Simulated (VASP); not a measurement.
# SiCl (P6_3mc) in VASP: a series of runs

SiCl is run at these levels: PBEsol; tasks: single point.

Everything below comes from runs of VASP 6.6.1. Logs are shortened: lines on timing, memory, paths and dates and some standing lists are left out, and cuts for length are marked.

### Step 1. The cell of the first run

It takes space group P6_3mc (No. 186, hexagonal). Conventional cell: a = 3.152 Å, b = 3.152 Å, c = 9.067 Å, α = 90.00°, β = 90.00°, γ = 120.00°. Si (site symmetry 3m) has 4 Cl at 2.41 to 2.80 Å and 6 Si at 3.15 Å within 3.2 Å. Cl (site symmetry 3m) has 4 Si at 2.41 to 2.80 Å and 6 Cl at 3.15 Å within 3.2 Å.

### Step 2. Single point, PBEsol (Sn replaced by Si, lengths x 0.930, strained)

INCAR reads:

```
ALGO = Normal
EDIFF = 1E-6
ENCUT = 520
GGA = PS
ISIF = 2
ISMEAR = 0
LASPH = True
LCHARG = True
LELF = True
LREAL = False
LVHAR = True
LWAVE = False
NBANDS = 19
NELM = 100
PREC = Accurate
SIGMA = 0.1
```

KPOINTS reads:

```
k-points
0
Gamma
  15 15 6
```

POSCAR reads:

```
SiCl
1.0
    3.1516963090      0.0000000000      0.0000000000
   -1.5758481545      2.7294490686      0.0000000000
    0.0000000000      0.0000000000      9.0672230365
Si Cl
2 2
Direct
    0.3333333300      0.6666666700      0.3205100000
    0.6666666700      0.3333333300      0.8205100000
    0.3333333300      0.6666666700      0.0544910000
    0.6666666700      0.3333333300      0.5544910000
```

Potentials or basis: VASP PAW PBE potentials, release 64 (Si, Cl).

The run is started by

```
$ cat potpaw_PBE.64/Si/POTCAR potpaw_PBE.64/Cl/POTCAR > POTCAR
$ mpirun -np 1 vasp_std > vasp.out
```

OUTCAR:

```text
EDIFF = 1E-6
   ENCUT = 520
   GGA = PS
   ISIF = 2
   ISMEAR = 0
   LASPH = True
   LREAL = False
   NELM = 100
   PREC = Accurate

 ion  position               nearest neighbor table
   1  0.333  0.667  0.321-   3 2.41   4 2.80   4 2.80   4 2.80
   2  0.667  0.333  0.821-   4 2.41   3 2.80   3 2.80   3 2.80
   3  0.333  0.667  0.054-   1 2.41   2 2.80   2 2.80   2 2.80
   4  0.667  0.333  0.554-   2 2.41   1 2.80   1 2.80   1 2.80

  LATTYP: Found a hexagonal cell.
 ALAT       =     3.1516963090
 C/A-ratio  =     2.8769342435

  Lattice vectors:

 A1 = (   3.1516963090,   0.0000000000,   0.0000000000)
 A2 = (  -1.5758481545,   2.7294490686,   0.0000000000)
 A3 = (   0.0000000000,   0.0000000000,   9.0672230365)

Analysis of symmetry for initial positions (statically):
=====================================================================
 Subroutine PRICEL returns:
 Original cell was already a primitive cell.

 Routine SETGRP: Setting up the symmetry group for a
 hexagonal supercell.

 Subroutine GETGRP returns: Found 12 space group operations
 (whereof  6 operations were pure point group operations)
 out of a pool of 24 trial point group operations.

The static configuration has the point symmetry C_3v.
 The point group associated with its full space group is C_6v.

Analysis of symmetry for dynamics (positions and initial velocities):
=====================================================================
 Subroutine PRICEL returns:
 Original cell was already a primitive cell.

 Routine SETGRP: Setting up the symmetry group for a
 hexagonal supercell.

 Subroutine GETGRP returns: Found 12 space group operations
 (whereof  6 operations were pure point group operations)
 out of a pool of 24 trial point group operations.

The dynamic configuration has the point symmetry C_3v.
 The point group associated with its full space group is C_6v.

 Subroutine INISYM returns: Found 12 space group operations
 (whereof  6 operations are pure point group operations),
 and found     1 'primitive' translations

----------------------------------------------------------------------------------------

                                     Primitive cell

  volume of cell :      77.9998

  direct lattice vectors                    reciprocal lattice vectors
     3.151696309  0.000000000  0.000000000     0.317289454  0.183187151  0.000000000
    -1.575848155  2.729449069  0.000000000     0.000000000  0.366374303  0.000000000
     0.000000000  0.000000000  9.067223036     0.000000000  0.000000000  0.110287350

  length of vectors
     3.151696309  3.151696309  9.067223036     0.366374303  0.366374303  0.110287350

  position of ions in fractional coordinates (direct lattice)
     0.333333330  0.666666670  0.320510000
     0.666666670  0.333333330  0.820510000
     0.333333330  0.666666670  0.054491000
     0.666666670  0.333333330  0.554491000

  ion indices of the primitive-cell ions
   primitive index   ion index
                 1           1
                 2           2
                 3           3
                 4           4

----------------------------------------------------------------------------------------

 KPOINTS: k-points

Automatic generation of k-mesh.
 Grid dimensions read from file:
 generate k-points for:   15   15    6

 Generating k-lattice:

  Cartesian coordinates                     Fractional coordinates (reciprocal lattice)
     0.021152630  0.012212477  0.000000000     0.066666667  0.000000000  0.000000000
     0.000000000  0.024424954  0.000000000     0.000000000  0.066666667  0.000000000
     0.000000000  0.000000000  0.018381225     0.000000000  0.000000000  0.166666667

  Length of vectors
     0.024424954  0.024424954  0.018381225

  Shift w.r.t. Gamma in fractional coordinates (k-lattice)
     0.000000000  0.000000000  0.000000000

 Subroutine IBZKPT returns following result:
 ===========================================

 Found    108 irreducible k-points:

 Following reciprocal coordinates:
            Coordinates               Weight
  0.000000  0.000000  0.000000      1.000000
  0.066667  0.000000  0.000000      6.000000
  0.133333  0.000000  0.000000      6.000000
  0.200000 -0.000000  0.000000      6.000000
  0.266667  0.000000  0.000000      6.000000
  0.333333  0.000000  0.000000      6.000000
[... 16 lines left out ...]
  0.333333  0.200000  0.000000     12.000000
  0.400000  0.200000  0.000000      6.000000
 [... further k-points ...]
   k-points           NKPTS =    108   k-points in BZ     NKDIM =    108   number of bands    NBANDS=     19
   number of dos      NEDOS =    301   number of ions     NIONS =      4
   total plane-waves  NPLWV =  40320
   dimension x,y,z NGX =    24 NGY =   24 NGZ =   70
   dimension x,y,z NGXF=    48 NGYF=   48 NGZF=  140
   ions per type =               2   2
   NGX,Y,Z   is equivalent  to a cutoff of  12.66, 12.66, 12.83 a.u.
   NGXF,Y,Z  is equivalent  to a cutoff of  25.32, 25.32, 25.67 a.u.
 SYSTEM =  unknown system
   PREC   = accura    normal or accurate (medium, high low for compatibility)
   ISTART =      0    job   : 0-new  1-cont  2-samecut
   ICHARG =      2    charge: 1-file 2-atom 10-const
   ISPIN  =      1    spin polarized calculation?
   LNONCOLLINEAR =      F non collinear calculations
   LSORBIT =      F    spin-orbit coupling
   LASPH  =      T    aspherical Exc in radial PAW
   ENCUT  =  520.0 eV  38.22 Ry    6.18 a.u.   5.86  5.86 16.86*2*pi/ulx,y,z
   NELM   =    100;   NELMIN=  2; NELMDL= -5     # of ELM steps
   EDIFF  = 0.1E-05   stopping-criterion for ELM
   LREAL  =      F    real-space projection
   EDIFFG = 0.1E-04   stopping-criterion for IOM
   NSW    =      0    number of steps for IOM
   IBRION =     -1    ionic relax: 0-MD 1-quasi-New 2-CG
   NFREE  =      0    steps in history (QN), initial steepest desc. (CG)
   ISIF   =      2    stress and relaxation
   ISYM   =      2    0-nonsym 1-usesym 2-fastsym
   POTIM  = 0.5000    time-step for ionic-motion
   TEBEG  =    0.0;   TEEND  =   0.0 temperature during run
   PSTRESS=    0.0 pullay stress
   NELECT =      22.0000    total number of electrons
   NUPDOWN=      -1.0000    fix difference up-down
   EMIN   =  10.00;   EMAX   =-10.00  energy-range for DOS
   EFERMI =   0.00;   METHOD = LEGACY
   ISMEAR =     0;   SIGMA  =   0.10  broadening in eV -4-tet -1-fermi 0-gaus
   EFERMI_NEDOS =   21; number of points for ismear=-14 and -15
   IALGO  =     38    algorithm
   IMIX   =      4    mixing-type and parameters
     AMIX     =   0.40;   BMIX     =  1.00
     AMIX_MAG =   1.60;   BMIX_MAG =  1.00
  volume/ion in A,a.u.               =      19.50       131.59
  Fermi-wavevector in a.u.,A,eV,Ry     =   1.073621  2.028850 15.682932  1.152663
  Thomas-Fermi vector in A             =   2.209426
   LORBIT       =      0    0 simple, 1 ext, 2 COOP (PROOUT), +10 PAW based schemes
   GGA     = PS    functional components
   LHFCALC =     F    Hartree Fock is set to
   AEXX    =    0.0000 exact exchange contribution
   IVDW    =     0    specifies the selected vdW correction
   LEPSILON=     F    determine dielectric tensor
   LRPA    =     F    only Hartree local field effects (RPA)
 non-spin polarized calculation
 Gauss-broadening in eV      SIGMA  =   0.10
  energy-cutoff  :      520.00
  volume of cell :       78.00
 maximum number of plane-waves:      2124
 NGX is ok and might be reduce to    24
   NGX = 11   NGY = 11   NGZ = 33

 number of electron      22.0000000 magnetization

 Free energy of the ion-electron system (eV)
  ---------------------------------------------------
  ext. energy  EPLUGINS =         0.00000000
  ---------------------------------------------------
  free energy    TOTEN  =       -15.04825089 eV

  energy without entropy =      -15.04314559  energy(sigma->0) =      -15.04569824

 E-fermi :   5.2640     XC(G=0): -10.0449

 val. band max:        5.2603756133   @ k =   0.3333   0.1333   0.3333
 cond. band min:       5.3107107455   @ k =   0.2667   0.1333   0.3333
 fundamental gap:      0.0503351322
 Fermi energy:         5.2640456366

 k-point     1 :       0.0000    0.0000    0.0000
  band No.  band energies     occupation
      1     -11.2167      2.00000
      2     -10.9901      2.00000
      3      -4.9932      2.00000
      4      -2.5858      2.00000
      5      -1.1934      2.00000
      6       3.8522      2.00000
[... 11 lines left out ...]
     18      13.3586      0.00000
     19      15.2237      0.00000

 k-point     2 :       0.0667    0.0000    0.0000
  band No.  band energies     occupation
      1     -11.1713      2.00000
      2     -10.9483      2.00000
      3      -4.9179      2.00000
      4      -2.5223      2.00000
      5      -1.1439      2.00000
      6       3.6842      2.00000
[... 11 lines left out ...]
     18      13.6045      0.00000
     19      14.8600      0.00000

 k-point     3 :       0.1333    0.0000    0.0000
  band No.  band energies     occupation
      1     -11.0391      2.00000
      2     -10.8268      2.00000
      3      -4.6937      2.00000
      4      -2.3371      2.00000
      5      -1.0005      2.00000
      6       2.9317      2.00000
[... 11 lines left out ...]
     18      13.8965      0.00000
     19      14.5886      0.00000

 k-point     4 :       0.2000   -0.0000    0.0000
  band No.  band energies     occupation
      1     -10.8328      2.00000
      2     -10.6386      2.00000
      3      -4.3263      2.00000
      4      -2.0515      2.00000
      5      -0.7804      2.00000
      6       1.9979      2.00000
[... 11 lines left out ...]
     18      13.4471      0.00000
     19      14.4874      0.00000

 k-point     5 :       0.2667    0.0000    0.0000
  band No.  band energies     occupation
      1     -10.5757      2.00000
      2     -10.4073      2.00000
      3      -3.8281      2.00000
      4      -1.7174      2.00000
      5      -0.5204      2.00000
      6       1.0563      2.00000
[... 11 lines left out ...]
     18      12.6578      0.00000
     19      13.9910      0.00000

 k-point     6 :       0.3333    0.0000    0.0000
  band No.  band energies     occupation
      1     -10.3040      2.00000
      2     -10.1687      2.00000
      3      -3.2255      2.00000
      4      -1.4464      2.00000
      5      -0.2926      2.00000
      6       0.2220      2.00000
[... 11 lines left out ...]
     18      11.9913      0.00000
     19      13.5482      0.00000

 k-point     7 :       0.4000    0.0000    0.0000
  band No.  band energies     occupation
      1     -10.0675      2.00000
      2      -9.9700      2.00000
      3      -2.5830      2.00000
      4      -1.3527      2.00000
      5      -0.4220      2.00000
      6      -0.2079      2.00000
[... 11 lines left out ...]
     18      11.6566      0.00000
     19      13.1224      0.00000

 k-point     8 :       0.4667   -0.0000    0.0000
  band No.  band energies     occupation
      1      -9.9240      2.00000
      2      -9.8591      2.00000
      3      -2.0907      2.00000
      4      -1.3284      2.00000
      5      -0.8040      2.00000
      6      -0.3180      2.00000
[... 256 lines left out ...]
 k-point    20 :       0.4000    0.1333    0.0000
  band No.  band energies     occupation
      1      -9.8655      2.00000
      2      -9.8092      2.00000
      3      -1.9033      2.00000
      4      -1.1846      2.00000
      5      -0.6286      2.00000
      6      -0.2231      2.00000
[... 11 lines left out ...]
     18      12.8762      0.00000
     19      13.4428      0.00000

 k-point    21 :       0.2000    0.2000    0.0000
  band No.  band energies     occupation
      1     -10.2408      2.00000
      2     -10.1119      2.00000
      3      -3.0859      2.00000
      4      -1.3293      2.00000
      5      -0.2182      2.00000
      6       0.4989      2.00000
[... 11 lines left out ...]
     18      13.0665      0.00000
     19      14.5993      0.00000

 k-point    22 :       0.2667    0.2000    0.0000
  band No.  band energies     occupation
      1     -10.0190      2.00000
      2      -9.9242      2.00000
      3      -2.4796      2.00000
      4      -1.1543      2.00000
      5      -0.1010      2.00000
      6       0.0868      2.00000
[... 11 lines left out ...]
     18      13.1726      0.00000
     19      14.3071      0.00000

 k-point    23 :       0.3333    0.2000    0.0000
  band No.  band energies     occupation
      1      -9.8535      2.00000
      2      -9.7941      2.00000
      3      -1.8948      2.00000
      4      -1.0681      2.00000
      5      -0.2870      2.00000
      6      -0.0920      2.00000
[... 11 lines left out ...]
     18      13.4884      0.00000
     19      14.0832      0.00000

 k-point    24 :       0.4000    0.2000    0.0000
  band No.  band energies     occupation
      1      -9.7893      2.00000
      2      -9.7500      2.00000
      3      -1.6013      2.00000
      4      -1.0260      2.00000
      5      -0.4799      2.00000
      6      -0.1400      2.00000
[... 11 lines left out ...]
     18      13.8016      0.00000
     19      13.9670      0.00000

 [... further k-points ...]

------------------------ aborting loop because EDIFF is reached ----------------------------------------

  FORCE on cell =-STRESS in cart. coord.  units (eV):
  Direction    XX          YY          ZZ          XY          YZ          ZX
  --------------------------------------------------------------------------------------
  -------------------------------------------------------------------------------------
  Total       -1.1675395     -1.1675395     -2.3200339      0.0000000      0.0000000      0.0000000
  in kB      -23.9821714    -23.9821714    -47.6553048      0.0000000      0.0000000      0.0000000
  external PRESSURE =     -31.8732158 kB  Pullay stress =       0.0000000 kB

 VOLUME and BASIS-vectors are now :
 -----------------------------------------------------------------------------
  energy-cutoff  :      520.00
  volume of cell :       78.00
      direct lattice vectors                 reciprocal lattice vectors
     3.151696309  0.000000000  0.000000000     0.317289454  0.183187151  0.000000000
    -1.575848155  2.729449069  0.000000000     0.000000000  0.366374303  0.000000000
     0.000000000  0.000000000  9.067223036     0.000000000  0.000000000  0.110287350

 POSITION                                       TOTAL-FORCE (eV/Angst)
 -----------------------------------------------------------------------------------
     -0.00000      1.81963      2.90614        -0.000000      0.000000     -0.629891
      1.57585      0.90982      7.43975        -0.000000     -0.000000     -0.629891
     -0.00000      1.81963      0.49408        -0.000000      0.000000      0.629891
      1.57585      0.90982      5.02769         0.000000     -0.000000      0.629891
 -----------------------------------------------------------------------------------
    total drift:                                0.000001     -0.000001     -0.000352

  FREE ENERGIE OF THE ION-ELECTRON SYSTEM (eV)
  ---------------------------------------------------
  free  energy   TOTEN  =       -15.0482508896 eV

  energy  without entropy=      -15.0431455881  energy(sigma->0) =      -15.04569824
```

Run time: 48 s. Hardware: 1 thread of Intel Xeon 6975P-C (Granite Rapids), shared host; peak memory 0.27 GiB.

Results:

```
Free energy            : -15.0483 eV
Pressure               : -3.2 GPa
Largest force          : 0.630 eV/Å
Band gap on the k mesh : zero (band 11 reaches 8.89 eV, above the bottom of band 12 at 4.27 eV)
```

Forces in eV/Å, atoms in the order of the input:
```
Si   0.000  0.000 -0.630
Si   0.000  0.000 -0.630
Cl   0.000  0.000  0.630
Cl   0.000  0.000  0.630
```

Stress tensor (GPa, compression positive):
```
-2.40  0.00  0.00
 0.00 -2.40  0.00
 0.00  0.00 -4.77
```

Caveat: the cell differs from its parent crystal (Sn replaced by Si, lengths x 0.930, strained); the PAW data sets were made with another functional, which shifts forces and pressure a little.

(Part 1 of 2 ends here.)
